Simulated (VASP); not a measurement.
# Si3N4 (P6_3/m) in VASP: settings compared, part 2 of 2

VASP 6.6.1. Earlier steps stand in the parts before.

**3. Single point, PBEsol**

This run uses another cell than the first one, of 10.47 Å³/atom, 1.007 times its volume.

The input, INCAR:

```
SYSTEM = Si3N4
ALGO = Normal
EDIFF = 1E-6
ENCUT = 520
GGA = PS
ISIF = 2
ISMEAR = -1
LASPH = .True.
LCHARG = .False.
LREAL = .False.
LWAVE = .False.
NBANDS = 45
NELM = 100
PREC = Accurate
SIGMA = 0.02
```

The input, KPOINTS:

```
k-points
0
Gamma
  6 6 8
  0 0 0
```

The input, POSCAR:

```
Si3N4
1.0
    7.6247622788      0.0000000000      0.0000000000
   -3.8123811394      6.6032378312      0.0000000000
    0.0000000000      0.0000000000      2.9104192430
Si N
6 8
Direct
    0.2324229196      0.8260485052      0.7500000000
    0.4063744144      0.2324229196      0.2500000000
    0.8260485052      0.5936255856      0.2500000000
    0.1739514948      0.4063744144      0.7500000000
    0.5936255856      0.7675770804      0.7500000000
    0.7675770804      0.1739514948      0.2500000000
    0.3333333333      0.6666666667      0.7500000000
    0.6666666667      0.3333333333      0.2500000000
    0.9703735744      0.6700011956      0.7500000000
    0.3003723787      0.9703735744      0.2500000000
    0.6700011956      0.6996276213      0.2500000000
    0.3299988044      0.3003723787      0.7500000000
    0.0296264256      0.3299988044      0.2500000000
    0.6996276213      0.0296264256      0.7500000000
```

Potentials or basis: VASP PAW PBE potentials, release 64 (Si, N).

Command:

```bash
$ cat potpaw_PBE.64/Si/POTCAR potpaw_PBE.64/N/POTCAR > POTCAR
$ mpirun -np 1 vasp_std > vasp.out
```

OUTCAR:

```text
SYSTEM = Si3N4
   EDIFF = 1E-6
   ENCUT = 520
   GGA = PS
   ISIF = 2
   ISMEAR = -1
   LASPH = .True.
   LREAL = .False.
   NELM = 100
   PREC = Accurate

 ion  position               nearest neighbor table
   1  0.232  0.826  0.750-   7 1.73  10 1.74  10 1.74   9 1.74   4 3.00   5 3.00   2 3.06   2 3.06
                             3 3.06   3 3.06
   2  0.406  0.232  0.250-   8 1.73  12 1.74  12 1.74  10 1.74   3 3.00   6 3.00   1 3.06   1 3.06
                             4 3.06   4 3.06
   3  0.826  0.594  0.250-   8 1.73   9 1.74   9 1.74  11 1.74   6 3.00   2 3.00   1 3.06   1 3.06
                             5 3.06   5 3.06
   4  0.174  0.406  0.750-   7 1.73  13 1.74  13 1.74  12 1.74   1 3.00   5 3.00   6 3.06   6 3.06
                             2 3.06   2 3.06
   5  0.594  0.768  0.750-   7 1.73  11 1.74  11 1.74  14 1.74   4 3.00   1 3.00   6 3.06   6 3.06
                             3 3.06   3 3.06
   6  0.768  0.174  0.250-   8 1.73  14 1.74  14 1.74  13 1.74   3 3.00   2 3.00   5 3.06   5 3.06
                             4 3.06   4 3.06
   7  0.333  0.667  0.750-   1 1.73   4 1.73   5 1.73
   8  0.667  0.333  0.250-   6 1.73   3 1.73   2 1.73
   9  0.970  0.670  0.750-   3 1.74   3 1.74   1 1.74
  10  0.300  0.970  0.250-   1 1.74   1 1.74   2 1.74
  11  0.670  0.700  0.250-   5 1.74   5 1.74   3 1.74
  12  0.330  0.300  0.750-   2 1.74   2 1.74   4 1.74
  13  0.030  0.330  0.250-   4 1.74   4 1.74   6 1.74
  14  0.700  0.030  0.750-   6 1.74   6 1.74   5 1.74

  LATTYP: Found a hexagonal cell.
 ALAT       =     7.6247622788
 C/A-ratio  =     0.3817062272

  Lattice vectors:

 A1 = (   7.6247622788,   0.0000000000,   0.0000000000)
 A2 = (  -3.8123811394,   6.6032378312,   0.0000000000)
 A3 = (   0.0000000000,   0.0000000000,   2.9104192430)

Analysis of symmetry for initial positions (statically):
=====================================================================
 Subroutine PRICEL returns:
 Original cell was already a primitive cell.

[... 181 lines left out ...]
 maximum number of plane-waves:      3972
 NGX is ok and might be reduce to    60
   NGX = 29   NGY = 29   NGZ = 11

 number of electron      63.9999992 magnetization

 Free energy of the ion-electron system (eV)
  ---------------------------------------------------
  ext. energy  EPLUGINS =         0.00000000
  ---------------------------------------------------
  free energy    TOTEN  =      -120.38613979 eV

  energy without entropy =     -120.38613979  energy(sigma->0) =     -120.38613979

 E-fermi :   6.9898     XC(G=0): -10.9916

 val. band max:        6.6045707326   @ k =   0.0000   0.0000   0.1250
 cond. band min:      10.7992845607   @ k =   0.0000   0.0000   0.0000
 fundamental gap:      4.1947138280
 Fermi energy:         6.9898321504

 k-point     1 :       0.0000    0.0000    0.0000
  band No.  band energies     occupation
      1     -11.5474      2.00000
      2     -10.0715      2.00000
      3     -10.0715      2.00000
      4      -9.4488      2.00000
      5      -9.3084      2.00000
      6      -9.3084      2.00000
[... 1117 lines left out ...]
     43      14.7523      0.00000
     44      14.7523      0.00000

 [... further k-points ...]

 [bands above 44 left out]

------------------------ aborting loop because EDIFF is reached ----------------------------------------

  FORCE on cell =-STRESS in cart. coord.  units (eV):
  Direction    XX          YY          ZZ          XY          YZ          ZX
  --------------------------------------------------------------------------------------
  -------------------------------------------------------------------------------------
  Total        0.1916580      0.1916580      0.1806344     -0.0000001      0.0000000      0.0000000
  in kB        2.0955538      2.0955538      1.9750234     -0.0000012      0.0000000      0.0000000
  external PRESSURE =       2.0553770 kB  Pullay stress =       0.0000000 kB

 VOLUME and BASIS-vectors are now :
 -----------------------------------------------------------------------------
  energy-cutoff  :      520.00
  volume of cell :      146.53
      direct lattice vectors                 reciprocal lattice vectors
     7.624762279  0.000000000  0.000000000     0.131151630  0.075720429  0.000000000
    -3.812381139  6.603237831  0.000000000     0.000000000  0.151440858  0.000000000
     0.000000000  0.000000000  2.910419243     0.000000000  0.000000000  0.343593110

 POSITION                                       TOTAL-FORCE (eV/Angst)
 -----------------------------------------------------------------------------------
     -1.37704      5.45459      2.18281        -0.001492      0.000708      0.000000
      2.21242      1.53474      0.72760        -0.001359     -0.000938     -0.000000
      4.03530      3.91985      0.72760        -0.000133      0.001646     -0.000000
     -0.22292      2.68339      2.18281         0.000133     -0.001646     -0.000000
      1.59996      5.06849      2.18281         0.001359      0.000938      0.000000
      5.18942      1.14864      0.72760         0.001492     -0.000708     -0.000000
     -0.00000      4.40216      2.18281         0.000000     -0.000000     -0.000000
      3.81238      2.20108      0.72760         0.000000      0.000000      0.000000
      4.84457      4.42418      2.18281         0.003907      0.002627      0.000000
     -1.40917      6.40761      0.72760        -0.000322      0.004697      0.000000
      2.44135      4.61981      0.72760         0.004229     -0.002070      0.000000
      1.37103      1.98343      2.18281        -0.004229      0.002070     -0.000000
     -1.03219      2.17906      0.72760        -0.003907     -0.002627     -0.000000
      5.22155      0.19563      2.18281         0.000322     -0.004697     -0.000000
 -----------------------------------------------------------------------------------
    total drift:                               -0.000000      0.000000     -0.000000

  FREE ENERGIE OF THE ION-ELECTRON SYSTEM (eV)
  ---------------------------------------------------
  free  energy   TOTEN  =      -120.3861397942 eV

  energy  without entropy=     -120.3861397942  energy(sigma->0) =     -120.38613979
```

stdout:

```text
POSCAR found type information on POSCAR SiN
 POSCAR found :  2 types and      14 ions
 scaLAPACK will be used
 -----------------------------------------------------------------------------
|                                                                             |
|                                                                             |
|     You enforced a specific xc type in the INCAR file but a different       |
|     I HOPE YOU KNOW WHAT YOU ARE DOING!                                     |
|                                                                             |
 -----------------------------------------------------------------------------

 LDA part: xc-table for (Slater+PW92), standard interpolation
 POSCAR, INCAR and KPOINTS ok, starting setup
 FFT: planning ... GRIDC
 FFT: planning ... GRID_SOFT
 FFT: planning ... GRID
 WAVECAR not read
 entering main loop
```

Run time: 3.6 min. Hardware: 1 thread of Intel Xeon Platinum 8488C (Sapphire Rapids), shared host; peak memory 0.37 GiB.

Results:

```
Free energy            : -120.3861 eV
Pressure               : 0.2 GPa
Largest force          : 0.005 eV/Å
Band gap on the k mesh : 4.19 eV, indirect (least direct gap 4.38 eV)
```

Forces in eV/Å, atoms in the order of the input:
```
Si  -0.001  0.001  0.000
Si  -0.001 -0.001  0.000
Si   0.000  0.002  0.000
Si   0.000 -0.002  0.000
Si   0.001  0.001  0.000
Si   0.001 -0.001  0.000
N    0.000  0.000  0.000
N    0.000  0.000  0.000
N    0.004  0.003  0.000
N    0.000  0.005  0.000
N    0.004 -0.002  0.000
N   -0.004  0.002  0.000
N   -0.004 -0.003  0.000
N    0.000 -0.005  0.000
```

Caveat: the PAW data sets were made with another functional, which shifts forces and pressure a little. As with any semilocal functional, this PBEsol gap is likely too small.

**4. Single point, PBE**

This run uses another cell than the first one, of 10.63 Å³/atom, 1.023 times its volume.

The input, INCAR:

```
SYSTEM = Si3N4
PREC     = Accurate       ! precision mode
ENCUT    = 520            ! plane-wave cutoff, eV
EDIFF    = 1E-6           ! SCF threshold, eV
ISMEAR   = -1             ! smearing method
SIGMA    = 0.02           ! smearing width, eV
LREAL    = .False.        ! projectors in reciprocal space
LASPH    = .True.         ! aspherical terms in the spheres
NELM     = 60             ! most SCF steps
ALGO     = Normal         ! electronic algorithm
ISIF     = 2              ! what is computed and relaxed
LWAVE    = .False.        ! write WAVECAR
LCHARG   = .False.        ! write CHGCAR
GGA      = PE             ! functional
NBANDS   = 45             ! bands
```

The input, KPOINTS:

```
Automatic mesh
0
Gamma
  6 6 8
  0 0 0
```

The input, POSCAR:

```
Si3N4
1.0
    7.6638651611      0.0000000000      0.0000000000
   -3.8319325806      6.6371019207      0.0000000000
    0.0000000000      0.0000000000      2.9263012369
Si N
6 8
Direct
    0.2310840955      0.8249752458      0.7500000000
    0.4061088496      0.2310840955      0.2500000000
    0.8249752458      0.5938911504      0.2500000000
    0.1750247542      0.4061088496      0.7500000000
    0.5938911504      0.7689159045      0.7500000000
    0.7689159045      0.1750247542      0.2500000000
    0.3333333333      0.6666666667      0.7500000000
    0.6666666667      0.3333333333      0.2500000000
    0.9691646192      0.6699931104      0.7500000000
    0.2991715089      0.9691646192      0.2500000000
    0.6699931104      0.7008284911      0.2500000000
    0.3300068896      0.2991715089      0.7500000000
    0.0308353808      0.3300068896      0.2500000000
    0.7008284911      0.0308353808      0.7500000000
```

Command:

```bash
$ cat potpaw_PBE.64/Si/POTCAR potpaw_PBE.64/N/POTCAR > POTCAR
$ mpirun -np 1 vasp_std > vasp.out
```

Run time: 3.7 min. Hardware: 1 thread of Intel Xeon Platinum 8488C (Sapphire Rapids), shared host; peak memory 0.37 GiB.

It converged, with:

* Free energy: -114.5443 eV
* Pressure: -0.3 GPa
* Largest force: 0.003 eV/Å
* Band gap on the k mesh: 4.26 eV, indirect (least direct gap 4.44 eV)

Forces in eV/Å, atoms in the order of the input:
```
Si  -0.003 -0.001  0.000
Si  -0.001 -0.003  0.000
Si  -0.003  0.002  0.000
Si   0.003 -0.002  0.000
Si   0.001  0.003  0.000
Si   0.003  0.001  0.000
N    0.000  0.000  0.000
N    0.000  0.000  0.000
N    0.001  0.002  0.000
N   -0.002  0.002  0.000
N    0.002  0.001  0.000
N   -0.002 -0.001  0.000
N   -0.001 -0.002  0.000
N    0.002 -0.002  0.000
```

Levels at points of the mesh, in eV from the valence-band top:
| k point | band 30 | band 31 | band 32 | band 33 | band 34 | band 35 |
| --- | --- | --- | --- | --- | --- | --- |
| (0.00, 0.00, 0.00) | -0.43 | -0.38 | -0.18 | 4.26 | 4.60 | 4.79 |
| (0.50, 0.00, 0.00) | -0.75 | -0.31 | -0.23 | 4.52 | 4.63 | 4.80 |
| (0.00, 0.00, 0.50) | -1.57 | -1.29 | -1.29 | 4.66 | 4.66 | 4.66 |
| (0.50, 0.00, 0.50) | -1.45 | -1.01 | -1.01 | 4.70 | 4.70 | 5.78 |

**5. Overview**

```csv
level,cell,gap on the mesh (eV),pressure (GPa)
PBE,"a = 7.606, b = 7.606, c = 2.906 Å, angles 90.0, 90.0, 120.0°, 14 atoms",4.34,5.4
PBEsol,"a = 7.625, b = 7.625, c = 2.910 Å, angles 90.0, 90.0, 120.0°, 14 atoms",4.19,0.2
PBE,"a = 7.664, b = 7.664, c = 2.926 Å, angles 90.0, 90.0, 120.0°, 14 atoms",4.26,-0.3
```

Alike in all rows: task single point; potentials or basis VASP PAW PBE potentials, release 64 (Si, N); no spin polarisation; k mesh 6 × 6 × 8; cutoff (eV) 520; smearing fermi-dirac 0.02 eV.

Caveats: the PAW data sets were made with another functional, which shifts forces and pressure a little (some runs).

Absolute energies hang on the potentials; compare differences alone.
